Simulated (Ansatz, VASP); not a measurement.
## One calculation of Al12H, two programs

```
Al H
1.0
     5.63146    0.00000    0.00000
    -2.81573    4.87699    0.00000
     0.00000    0.00000   21.56843
Al H
12 1
Cartesian
  1.4079 0.8128 4.0000
  0.0000 3.2513 4.0000
  4.2236 0.8128 4.0000
  2.8157 3.2513 4.0000
  0.0000 1.6257 6.2849
  -1.4079 4.0642 6.2849
  2.8157 1.6257 6.2849
  1.4079 4.0642 6.2849
  0.0000 0.0000 8.5684
  -1.4079 2.4385 8.5684
  2.8157 0.0000 8.5684
  1.4079 2.4385 8.5684
  -0.7039 1.2192 10.7684
```

Alike in both runs: task single point; functional PBE; dispersion D3(BJ); k mesh 6 × 6 × 1; occupations gaussian, width 0.1 eV; no spin polarisation.

```csv
,VASP,Ansatz
version,VASP 6.6.1,Ansatz 0.2.0
potentials or method,"VASP PAW PBE potentials, release 64 (Al, H), cutoff 520 eV","scalar-relativistic, plane waves, PAW"
valence electrons in the cell,37,37
```

```csv
,VASP,Ansatz,Ansatz less VASP
gap on the k mesh at the Fermi level (eV),none,none,-
rms of the force components (eV/Å),0.308,0.308,-0.0001
"work function, face that differs most (eV)",3.95,3.94,-0.002
```

Atom by atom the forces differ by 0.000 eV/Å (rms over components). A gap of «none» marks a metal or a gap that the smearing closes.
